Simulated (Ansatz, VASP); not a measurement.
Se in VASP and in Ansatz

```
CELL_PARAMETERS angstrom
4.19503 0.00000 0.00000
-2.09752 3.63300 0.00000
0.00000 0.00000 5.07934
ATOMIC_POSITIONS crystal
Se 0.24735 0.00000 0.33333
Se 0.00000 0.24735 0.66667
Se 0.75265 0.75265 0.00000
```

Alike in both runs: task single point; functional PBE; dispersion D3(BJ); k mesh 12 × 12 × 8; occupations gaussian, width 0.05 eV; no spin polarisation.

```csv
,VASP,Ansatz
version,VASP 6.6.1,Ansatz 0.2.0
potentials or method,"VASP PAW PBE potentials, release 64 (Se), cutoff 520 eV","scalar-relativistic, plane waves, PAW"
valence electrons in the cell,18,48
```

Ansatz gave:

- gap on the k mesh at the Fermi level (eV): 0.70
- least direct gap on the mesh (eV): 0.80
- pressure (GPa): -2.3
- traceless stress, the component that is largest in VASP (GPa): 0.17
- rms of the force components (eV/Å): 0.201

**Question.** Which values does VASP return?

**Answer.** gap on the k mesh at the Fermi level (eV): 0.69; least direct gap on the mesh (eV): 0.79; pressure (GPa): -2.2; traceless stress, the component that is largest in VASP (GPa): 0.20; rms of the force components (eV/Å): 0.192.

Atom by atom the forces differ by 0.010 eV/Å (rms over components). VASP's potentials hold 18 valence electrons a cell and Ansatz's 48, so a difference there can come from the potentials and not from the codes.
